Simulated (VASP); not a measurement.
# Rb (Fd-3m) in VASP: further runs

Runs on Rb. Level: PBE. Tasks: single point.

Program: VASP 6.6.1. These are calculated values, not measurements. Logs are shortened: lines on timing, memory, paths and dates and some standing lists are left out, and cuts for length are marked.

### Step 1. The cell of the first run

Symmetry: Fd-3m, No. 227, cubic system. The conventional cell has a = 8.531 Å, b = 8.531 Å, c = 8.531 Å, α = 90.00°, β = 90.00°, γ = 90.00°. Rb (site symmetry -43m) has 4 Rb at 3.69 Å within 4.9 Å.

This isn't the form of Rb at room conditions, which is bcc.

### Step 2. Single point, PBE (77.61 Å³/atom)

Contents of INCAR:

```
PREC     = Accurate       # precision mode
ENCUT    = 520            # plane-wave cutoff, eV
EDIFF    = 1E-7           # SCF threshold, eV
ISMEAR   = -1             # smearing method
SIGMA    = 0.08           # smearing width, eV
LREAL    = False          # projectors in reciprocal space
LASPH    = True           # aspherical terms in the spheres
NELM     = 80             # most SCF steps
ALGO     = Normal         # electronic algorithm
ISIF     = 2              # what is computed and relaxed
LWAVE    = False          # write WAVECAR
LCHARG   = True           # write CHGCAR
GGA      = PE             # functional
LELF     = True           # ELF
LVHAR    = True         
NBANDS   = 16             # bands
```

Contents of KPOINTS:

```
regular mesh
0
Gamma
  7 7 7
```

Contents of POSCAR:

```
Rb
1.0
    0.0000000000      4.2655955921      4.2655955921
    4.2655955921      0.0000000000      4.2655955921
    4.2655955921      4.2655955921      0.0000000000
Rb
2
Direct
   -0.1250000000     -0.1250000000     -0.1250000000
    0.1250000000      0.1250000000      0.1250000000
```

Potentials or basis: VASP PAW PBE potentials, release 64 (Rb_sv).

On the command line:

```console
> cat potpaw_PBE.64/Rb_sv/POTCAR > POTCAR
> mpirun -np 1 vasp_std > vasp.out
```

OUTCAR:

```text
PREC = Accurate
   ENCUT = 520
   EDIFF = 1E-7
   ISMEAR = -1
   LREAL = False
   LASPH = True
   NELM = 80
   ISIF = 2
   GGA = PE

 ion  position               nearest neighbor table
   1  0.875  0.875  0.875-   2 3.69   2 3.69   2 3.69   2 3.69
   2  0.125  0.125  0.125-   1 3.69   1 3.69   1 3.69   1 3.69

  LATTYP: Found a face centered cubic cell.
 ALAT       =     8.5311911842

  Lattice vectors:

 A1 = (   0.0000000000,   4.2655955921,   4.2655955921)
 A2 = (   4.2655955921,   0.0000000000,   4.2655955921)
 A3 = (   4.2655955921,   4.2655955921,   0.0000000000)

Analysis of symmetry for initial positions (statically):
=====================================================================
 Subroutine PRICEL returns:
 Original cell was already a primitive cell.

 Routine SETGRP: Setting up the symmetry group for a
 face centered cubic supercell.

 Subroutine GETGRP returns: Found 48 space group operations
 (whereof 12 operations were pure point group operations)
 out of a pool of 48 trial point group operations.

The static configuration has the point symmetry D_3d.
 The point group associated with its full space group is O_h .

Analysis of symmetry for dynamics (positions and initial velocities):
=====================================================================
 Subroutine PRICEL returns:
 Original cell was already a primitive cell.

 Routine SETGRP: Setting up the symmetry group for a
 face centered cubic supercell.

 Subroutine GETGRP returns: Found 48 space group operations
 (whereof 12 operations were pure point group operations)
 out of a pool of 48 trial point group operations.

The dynamic configuration has the point symmetry D_3d.
 The point group associated with its full space group is O_h .

 Subroutine INISYM returns: Found 48 space group operations
 (whereof 12 operations are pure point group operations),
 and found     1 'primitive' translations

----------------------------------------------------------------------------------------

                                     Primitive cell

  volume of cell :     155.2276

  direct lattice vectors                    reciprocal lattice vectors
     0.000000000  4.265595592  4.265595592    -0.117216925  0.117216925  0.117216925
     4.265595592  0.000000000  4.265595592     0.117216925 -0.117216925  0.117216925
     4.265595592  4.265595592  0.000000000     0.117216925  0.117216925 -0.117216925
[... 76 lines left out ...]
   LASPH  =      T    aspherical Exc in radial PAW
   ENCUT  =  520.0 eV  38.22 Ry    6.18 a.u.  11.22 11.22 11.22*2*pi/ulx,y,z
   NELM   =     80;   NELMIN=  2; NELMDL= -5     # of ELM steps
   EDIFF  = 0.1E-06   stopping-criterion for ELM
   LREAL  =      F    real-space projection
   EDIFFG = 0.1E-05   stopping-criterion for IOM
   NSW    =      0    number of steps for IOM
   IBRION =     -1    ionic relax: 0-MD 1-quasi-New 2-CG
   NFREE  =      0    steps in history (QN), initial steepest desc. (CG)
   ISIF   =      2    stress and relaxation
   ISYM   =      2    0-nonsym 1-usesym 2-fastsym
   POTIM  = 0.5000    time-step for ionic-motion
   TEBEG  =    0.0;   TEEND  =   0.0 temperature during run
   PSTRESS=    0.0 pullay stress
   NELECT =      18.0000    total number of electrons
   NUPDOWN=      -1.0000    fix difference up-down
   EMIN   =  10.00;   EMAX   =-10.00  energy-range for DOS
   EFERMI =   0.00;   METHOD = LEGACY
   ISMEAR =    -1;   SIGMA  =   0.08  broadening in eV -4-tet -1-fermi 0-gaus
   EFERMI_NEDOS =   21; number of points for ismear=-14 and -15
   IALGO  =     38    algorithm
   IMIX   =      4    mixing-type and parameters
     AMIX     =   0.40;   BMIX     =  1.00
     AMIX_MAG =   1.60;   BMIX_MAG =  1.00
  volume/ion in A,a.u.               =      77.61       523.76
  Fermi-wavevector in a.u.,A,eV,Ry     =   0.798318  1.508603  8.671154  0.637312
  Thomas-Fermi vector in A             =   1.905206
   LORBIT       =      0    0 simple, 1 ext, 2 COOP (PROOUT), +10 PAW based schemes
   GGA     = PE    functional components
   LHFCALC =     F    Hartree Fock is set to
   AEXX    =    0.0000 exact exchange contribution
   IVDW    =     0    specifies the selected vdW correction
   LEPSILON=     F    determine dielectric tensor
   LRPA    =     F    only Hartree local field effects (RPA)
 non-spin polarized calculation
  energy-cutoff  :      520.00
  volume of cell :      155.23
 maximum number of plane-waves:      4279
 NGX is ok and might be reduce to    48
   NGX = 23   NGY = 23   NGZ = 23

 number of electron      18.0000000 magnetization

 Free energy of the ion-electron system (eV)
  ---------------------------------------------------
  ext. energy  EPLUGINS =         0.00000000
  ---------------------------------------------------
  free energy    TOTEN  =        -0.98433502 eV

  energy without entropy =       -0.94556160  energy(sigma->0) =       -0.96494831

 E-fermi :   0.5238     XC(G=0):  -5.8398

 val. band max:        0.4215475832   @ k =  -0.4286   0.1429   0.0000
 cond. band min:       0.6017054116   @ k =  -0.4286   0.2857   0.0000
 fundamental gap:      0.1801578283
 Fermi energy:         0.5238244787

 k-point     1 :       0.0000    0.0000    0.0000
  band No.  band energies     occupation
      1     -29.0804      2.00000
      2     -28.9537      2.00000
      3     -13.3057      2.00000
      4     -13.3057      2.00000
      5     -13.3057      2.00000
      6     -12.9386      2.00000
[... 357 lines left out ...]
      3     -13.4086      2.00000
      4     -13.3904      2.00000
      5     -13.1705      2.00000
      6     -13.0878      2.00000
[... 8 lines left out ...]
     15       3.7439      0.00000
     16       3.7531      0.00000

------------------------ aborting loop because EDIFF is reached ----------------------------------------

  FORCE on cell =-STRESS in cart. coord.  units (eV):
  Direction    XX          YY          ZZ          XY          YZ          ZX
  --------------------------------------------------------------------------------------
  -------------------------------------------------------------------------------------
  Total        1.4168661      1.4168661      1.4168661      0.0000000      0.0000000      0.0000000
  in kB       14.6241411     14.6241411     14.6241411      0.0000000      0.0000000      0.0000000
  external PRESSURE =      14.6241411 kB  Pullay stress =       0.0000000 kB

 VOLUME and BASIS-vectors are now :
 -----------------------------------------------------------------------------
  energy-cutoff  :      520.00
  volume of cell :      155.23
      direct lattice vectors                 reciprocal lattice vectors
     0.000000000  4.265595592  4.265595592    -0.117216925  0.117216925  0.117216925
     4.265595592  0.000000000  4.265595592     0.117216925 -0.117216925  0.117216925
     4.265595592  4.265595592  0.000000000     0.117216925  0.117216925 -0.117216925

 POSITION                                       TOTAL-FORCE (eV/Angst)
 -----------------------------------------------------------------------------------
      7.46479      7.46479      7.46479         0.000000     -0.000000      0.000000
      1.06640      1.06640      1.06640        -0.000000      0.000000     -0.000000
 -----------------------------------------------------------------------------------
    total drift:                                0.000000      0.000000      0.000000

  FREE ENERGIE OF THE ION-ELECTRON SYSTEM (eV)
  ---------------------------------------------------
  free  energy   TOTEN  =        -0.9843350244 eV

  energy  without entropy=       -0.9455616007  energy(sigma->0) =       -0.96494831
```

OSZICAR:

```text
N       E                     dE             d eps       ncg     rms          rms(c)
DAV:   1     0.106911090006E+03    0.10691E+03   -0.70251E+03   640   0.867E+02
DAV:   2     0.980441190486E+01   -0.97107E+02   -0.94878E+02   872   0.183E+02
DAV:   3     0.826974748884E-02   -0.97961E+01   -0.97636E+01   928   0.549E+01
DAV:   4    -0.100769504584E+01   -0.10160E+01   -0.10158E+01  1128   0.116E+01
DAV:   5    -0.101324866939E+01   -0.55536E-02   -0.55536E-02   896   0.106E+00    0.236E+00
DAV:   6    -0.995761672442E+00    0.17487E-01   -0.14267E-02   912   0.593E-01    0.148E+00
DAV:   7    -0.984509118423E+00    0.11253E-01   -0.32702E-02   824   0.808E-01    0.168E-01
DAV:   8    -0.984332311423E+00    0.17681E-03   -0.29648E-03   984   0.309E-01    0.423E-02
DAV:   9    -0.984334869444E+00   -0.25580E-05   -0.30755E-05   856   0.365E-02    0.278E-02
DAV:  10    -0.984335036354E+00   -0.16691E-06   -0.29843E-05   888   0.341E-02    0.417E-03
DAV:  11    -0.984335008352E+00    0.28002E-07   -0.21211E-06   856   0.694E-03    0.109E-03
DAV:  12    -0.984335024356E+00   -0.16003E-07   -0.15408E-07   728   0.185E-03
   1 F= -.98433502E+00 E0= -.96494831E+00  d E =-.387734E-01
```

It took 38 s on 1 thread of Intel Xeon 6975P-C (Granite Rapids), shared host; peak memory 0.31 GiB.

What came out:

```yaml
Free_energy: -0.9843 eV
Pressure: 1.5 GPa
Band_gap_on_the_k_mesh: zero (bands 9 and 10 overlap by 0.19 eV)
```

Levels at points of the mesh, in eV from the Fermi level:
```tsv
k point	band 5	band 6	band 7	band 8	band 9	band 10	band 11	band 12	band 13	band 14
(0.00, 0.00, 0.00)	-13.83	-13.46	-13.46	-13.46	-2.22	2.10	2.10	2.37	2.37	2.37
```

### Step 3. Single point, PBE (91.73 Å³/atom)

This run uses another cell than the first one, of 91.73 Å³/atom.

Contents of INCAR:

```
SYSTEM = Rb
  PREC = Accurate
  ENCUT = 520
  EDIFF = 1E-6
  ISMEAR = -1
  SIGMA = 0.08
  LREAL = .FALSE.
  LASPH = .TRUE.
  NELM = 80
  ALGO = Normal
  ISIF = 2
  LWAVE = .FALSE.
  LCHARG = .FALSE.
  GGA = PE
  NBANDS = 16
```

Contents of KPOINTS:

```
Automatic mesh
0
G
  7 7 7
  0 0 0
```

Contents of POSCAR:

```
Rb
1.0
    0.0000000000      4.5098618113      4.5098618113
    4.5098618113      0.0000000000      4.5098618113
    4.5098618113      4.5098618113      0.0000000000
Rb
2
Direct
   -0.1250000000     -0.1250000000     -0.1250000000
    0.1250000000      0.1250000000      0.1250000000
```

Potentials or basis: VASP PAW PBE potentials, release 64 (Rb_sv).

On the command line:

```console
> cat potpaw_PBE.64/Rb_sv/POTCAR > POTCAR
> mpirun -np 1 vasp_std > vasp.out
```

Wall time 32 s (1 thread of Intel Xeon 6975P-C (Granite Rapids), shared host); peak memory 0.31 GiB.

The run converged. Its results:

| Item | Value |
| --- | --- |
| Free energy | -1.1802 eV |
| Pressure | 0.8 GPa |
| Band gap on the k mesh | zero (bands 9 and 10 overlap by 0.18 eV) |

Levels at points of the mesh, in eV from the Fermi level:
```
           k point  band 5  band 6  band 7  band 8  band 9  band 10  band 11  band 12  band 13  band 14
(0.00, 0.00, 0.00)  -13.68  -13.44  -13.44  -13.44   -2.04     2.14     2.14     2.26     2.26     2.26
```

### Step 4. Single point, PBE (91.73 Å³/atom)

This run uses another cell than the first one, of 91.73 Å³/atom.

Contents of INCAR:

```
PREC = Accurate
ENCUT = 520
EDIFF = 1E-6
ISMEAR = -1
SIGMA = 0.08
LREAL = False
LASPH = True
NELM = 60
ALGO = Normal
ISIF = 2
LWAVE = False
LCHARG = False
GGA = PE
NBANDS = 16
```

Contents of KPOINTS:

```
regular mesh
0
Gamma
  7 7 7
```

POSCAR is that of step 3.

On the command line:

```console
> cat potpaw_PBE.64/Rb_sv/POTCAR > POTCAR
> mpirun -np 1 vasp_std > vasp.out
```

It took 30 s on 1 thread of Intel Xeon 6975P-C (Granite Rapids), shared host; peak memory 0.31 GiB.

It converged, with:

| Quantity | Value |
| --- | --- |
| Free energy | -1.1802 eV |
| Pressure | 0.8 GPa |
| Band gap on the k mesh | zero (bands 9 and 10 overlap by 0.18 eV) |

Levels at points of the mesh, in eV from the Fermi level:
| k point | band 7 | band 8 | band 9 | band 10 | band 11 | band 12 |
| --- | --- | --- | --- | --- | --- | --- |
| (0.00, 0.00, 0.00) | -13.44 | -13.44 | -2.04 | 2.14 | 2.14 | 2.26 |

### Step 5. Single point, PBE (105.84 Å³/atom)

This run uses another cell than the first one, of 105.84 Å³/atom.

Contents of INCAR:

```
PREC     = Accurate       # precision mode
ENCUT    = 520            # plane-wave cutoff, eV
EDIFF    = 1E-7           # SCF threshold, eV
ISMEAR   = -1             # smearing method
SIGMA    = 0.08           # smearing width, eV
LREAL    = F              # projectors in reciprocal space
LASPH    = T              # aspherical terms in the spheres
NELM     = 100            # most SCF steps
ALGO     = Normal         # electronic algorithm
ISIF     = 2              # what is computed and relaxed
LWAVE    = F              # write WAVECAR
LCHARG   = F              # write CHGCAR
GGA      = PE             # functional
NBANDS   = 16             # bands
```

KPOINTS is that of step 4.

Contents of POSCAR:

```
Rb
1.0
    0.0000000000      4.7301967307      4.7301967307
    4.7301967307      0.0000000000      4.7301967307
    4.7301967307      4.7301967307      0.0000000000
Rb
2
Direct
   -0.1250000000     -0.1250000000     -0.1250000000
    0.1250000000      0.1250000000      0.1250000000
```

On the command line:

```console
> cat potpaw_PBE.64/Rb_sv/POTCAR > POTCAR
> mpirun -np 1 vasp_std > vasp.out
```

Run time: 46 s. Hardware: 1 thread of Intel Xeon 6975P-C (Granite Rapids), shared host; peak memory 0.34 GiB.

It converged, with:

```yaml
Free_energy: -1.2879 eV
Pressure: 0.4 GPa
Band_gap_on_the_k_mesh: zero (bands 9 and 10 overlap by 0.12 eV)
```

Levels at points of the mesh, in eV from the Fermi level:
| k point | band 7 | band 8 | band 9 | band 10 | band 11 | band 12 |
| --- | --- | --- | --- | --- | --- | --- |
| (0.00, 0.00, 0.00) | -13.40 | -13.40 | -1.86 | 2.18 | 2.18 | 2.18 |

### Step 6. Single point, PBE (105.84 Å³/atom)

This run uses another cell than the first one, of 105.84 Å³/atom.

Contents of INCAR:

```
SYSTEM = Rb
PREC     = Accurate       ! precision mode
ENCUT    = 520            ! plane-wave cutoff, eV
EDIFF    = 1E-7           ! SCF threshold, eV
ISMEAR   = -1             ! smearing method
SIGMA    = 0.08           ! smearing width, eV
LREAL    = .False.        ! projectors in reciprocal space
LASPH    = .True.         ! aspherical terms in the spheres
NELM     = 80             ! most SCF steps
ALGO     = Normal         ! electronic algorithm
ISIF     = 2              ! what is computed and relaxed
LWAVE    = .False.        ! write WAVECAR
LCHARG   = .True.         ! write CHGCAR
GGA      = PE             ! functional
LELF     = .True.         ! ELF
LVHAR    = .True.       
NBANDS   = 16             ! bands
```

Contents of KPOINTS:

```
regular mesh
0
Gamma
  7 7 7
  0 0 0
```

POSCAR is that of step 5.

Potentials or basis: VASP PAW PBE potentials, release 64 (Rb_sv).

On the command line:

```console
> cat potpaw_PBE.64/Rb_sv/POTCAR > POTCAR
> mpirun -np 1 vasp_std > vasp.out
```

Run time: 55 s. Hardware: 1 thread of Intel Xeon 6975P-C (Granite Rapids), shared host; peak memory 0.34 GiB.

The run converged. Its results:

| Item | Value |
| --- | --- |
| Free energy | -1.2879 eV |
| Pressure | 0.4 GPa |
| Band gap on the k mesh | zero (bands 9 and 10 overlap by 0.12 eV) |

Levels at points of the mesh, in eV from the Fermi level:
| k point | band 7 | band 8 | band 9 | band 10 | band 11 | band 12 |
| --- | --- | --- | --- | --- | --- | --- |
| (0.00, 0.00, 0.00) | -13.40 | -13.40 | -1.86 | 2.18 | 2.18 | 2.18 |

### Step 7. The runs side by side

```csv
cell,gap on the mesh (eV),pressure (GPa)
"a = 6.032 Å, angles 60.0°, 2 atoms",none,1.5
"a = 6.378 Å, angles 60.0°, 2 atoms",none,0.8
"a = 6.690 Å, angles 60.0°, 2 atoms",none,0.4
```

Alike in all rows: task single point; level PBE; potentials or basis VASP PAW PBE potentials, release 64 (Rb_sv); no spin polarisation; k mesh 7 × 7 × 7; cutoff (eV) 520; smearing fermi-dirac 0.08 eV.

Absolute energies hang on the potentials; compare differences alone.

The gap in the log of VASP goes by the Fermi energy; the results here count the filled bands.